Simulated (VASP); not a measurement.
Write the native input for VASP 6.6.1 that does the following.

```yaml
Task: single point
Functional: PBE
Potentials_or_basis: VASP PAW PBE potentials, release 64 (Pd)
Cutoff: 520 eV
k_mesh: 15 × 15 × 4
Occupations: fermi-dirac, width 0.05 eV
Spin: collinear spin, ferromagnetic start
Starting_moments: "[0.35, 0.35, 0.354, 0.354] μB"
Dipole_correction: no
Further_INCAR_settings: ALGO = Normal; EDIFF = 1e-06; NBANDS = 32
```

The structure of Pd lies in POSCAR:

```
Pd
1.0
    2.8510449562      0.0000000000      0.0000000000
   -1.4255224781      2.4690773594      0.0000000000
    0.0000000000      0.0000000000      9.4290664763
Pd
4
Direct
    0.0000000000      1.0000000000      0.0000000000
    1.0000000000      1.0000000000      0.5000000000
    0.3333333333      0.6666666667      0.2500000000
    0.6666666667      0.3333333333      0.7500000000
```

This cell differs from its parent crystal: volume scaled by 1.08.

The input as run:

INCAR

```
SYSTEM = Pd
ALGO = Normal
EDIFF = 1E-6
ENCUT = 520
GGA = PE
ISIF = 2
ISMEAR = -1
ISPIN = 2
LASPH = .TRUE.
LCHARG = .TRUE.
LELF = .TRUE.
LMAXMIX = 4
LORBIT = 11
LREAL = .FALSE.
LVHAR = .TRUE.
LWAVE = .FALSE.
MAGMOM = 0.35 0.35 0.354 0.354
NBANDS = 32
NELM = 150
PREC = Accurate
SIGMA = 0.05
```

KPOINTS

```
k-points
0
G
  15 15 4
  0 0 0
```

Potentials or basis: VASP PAW PBE potentials, release 64 (Pd).

Run with:

```sh
$ cat potpaw_PBE.64/Pd/POTCAR > POTCAR
$ mpirun -np 1 vasp_std > vasp.out
```

It gave:

The pressure is -10.3 GPa, the net moment is 1.41 μB per cell and the site moments are Pd +0.35, +0.36 μB. The valence electrons inside the program's atomic spheres are Pd 9.23.

It took 5.4 min on 1 thread of Intel(R) Xeon(R) Platinum 8259CL CPU @ 2.50GHz (Skylake/Cascade Lake), with other jobs on the host, peak memory 0.38 GiB.
